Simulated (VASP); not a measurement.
The system is CdSe.

```
CELL_PARAMETERS angstrom
0.08201 3.14979 3.14979
3.14979 0.08201 3.14979
3.14979 3.14979 0.08201
ATOMIC_POSITIONS crystal
Cd 0.00230 0.00230 0.00230
Se 0.24770 0.24770 0.24770
```

This cell differs from its parent crystal: strain along [111] +4.0%.

Base run:

```yaml
Program: VASP 6.6.1
Functional: r2SCAN
Potentials_or_basis: VASP PAW PBE potentials, release 64 (Cd, Se)
Cutoff: 520 eV
k_mesh: 8 × 8 × 8
Occupations: gaussian, width 0.01 eV
Spin: no spin polarisation
```

Its results: band gap on the k mesh 0.87 eV; pressure -1.7 GPa; largest force 0.004 eV/Å.

**Question.** The run is repeated on the same cell with these changes: functional from r2SCAN to PBE; occupations from gaussian, width 0.01 eV to fermi-dirac, width 0.02 eV. What comes out?

**Answer.** Band gap on the k mesh 0.41 eV; pressure -0.2 GPa; largest force 0.008 eV/Å.

Caveats: the PAW data sets were made with another functional, which shifts forces and pressure a little (at least some runs).

